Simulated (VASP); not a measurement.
Si2Se, 6 atoms in the cell. Symmetry: Fd-3m, No. 227, cubic system. Conventional cell: a = 7.480 Å, b = 7.480 Å, c = 7.480 Å, α = 90.00°, β = 90.00°, γ = 90.00°. Si (site symmetry -3m) has 6 Si at 2.64 Å and 6 Se at 3.10 Å within 3.5 Å. Se (site symmetry -43m) has 12 Si at 3.10 Å and 4 Se at 3.24 Å within 4.1 Å. 

| Property | Result |
| --- | --- |
| Program | VASP 6.6.1 |
| Task | single point |
| Functional | PBE |
| Potentials or basis | VASP PAW PBE potentials, release 64 (Si, Se) |
| Cutoff | 520 eV |
| k mesh | 4 × 4 × 4 |
| Occupations | gaussian, width 0.1 eV |
| Spin | no spin polarisation |
| Dipole correction | no |
| Further INCAR settings | ALGO = Normal; EDIFF = 1e-06; NBANDS = 23 |

Potentials or basis: VASP PAW PBE potentials, release 64 (Si, Se).

Launch:

```sh
$ cat potpaw_PBE.64/Si/POTCAR potpaw_PBE.64/Se/POTCAR > POTCAR
$ mpirun -np 1 vasp_std > vasp.out
```

Hardware: 1 thread of AMD EPYC 7R13, with other jobs on the host.

Problem. Estimate the wall time of this run.

Solution. Run time: 49 s on 1 thread of AMD EPYC 7R13, with other jobs on the host, peak memory 0.2 GiB. Counts: scf iterations 12, k points 8.
